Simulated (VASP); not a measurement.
Wanted: the native input for a VASP 6.6.1 run.

| Item | Value |
| --- | --- |
| Task | single point |
| Functional | PBE |
| Potentials or basis | VASP PAW PBE potentials, release 64 (Ga_d, O) |
| Cutoff | 600 eV |
| k mesh | 6 × 6 × 6 |
| Occupations | tetrahedron |
| Spin | no spin polarisation |
| Dipole correction | no |
| Further INCAR settings | ALGO = Normal; EDIFF = 1e-06; NBANDS = 55 |

The structure of Ga2O3 lies in POSCAR:

```
Ga2O3
1.0
    2.5287245564      1.4599598033      4.5410352127
   -2.5287245564      1.4599598033      4.5410352127
    0.0000000000     -2.9199196066      4.5410352127
Ga O
4 6
Direct
    0.3466931662      0.3466931662      0.3466931662
    0.1533068338      0.1533068338      0.1533068338
    0.6349556584      0.6349556584      0.6349556584
    0.8650443416      0.8650443416      0.8650443416
    0.5509946297      0.9490053703      0.2500000000
    0.2500000000      0.5509946297      0.9490053703
    0.9490053703      0.2500000000      0.5509946297
    0.4446479633      0.0553520367      0.7500000000
    0.7500000000      0.4446479633      0.0553520367
    0.0553520367      0.7500000000      0.4446479633
```

These files were run (other wordings do the same):

INCAR

```
SYSTEM = Ga2O3
  PREC = Accurate
  ENCUT = 600
  EDIFF = 1E-6
  ISMEAR = -5
  SIGMA = 0.05
  LREAL = .False.
  LASPH = .True.
  NELM = 120
  ALGO = Normal
  ISIF = 2
  LWAVE = .False.
  LCHARG = .False.
  GGA = PE
  NBANDS = 55
  GGA_COMPAT = .False.
```

KPOINTS

```
Automatic mesh
0
Gamma
  6 6 6
  0 0 0
```

Potentials or basis: VASP PAW PBE potentials, release 64 (Ga_d, O).

The run is started by

```bash
$ cat potpaw_PBE.64/Ga_d/POTCAR potpaw_PBE.64/O/POTCAR > POTCAR
$ mpirun -np 1 vasp_std > vasp.out
```

It gave:

```yaml
Pressure: 2.7 GPa
Largest_force: 3.773 eV/Å
Band_gap_on_the_k_mesh: 1.68 eV, indirect (least direct gap 1.70 eV)
```

Caveat: forces of over 1 eV/Å act on the atoms, so gaps and moduli don't describe the material at rest.

Wall time 4.3 min on 1 thread of Intel(R) Xeon(R) Platinum 8375C CPU @ 2.90GHz (Ice Lake) (shared host), peak memory 0.39 GiB.
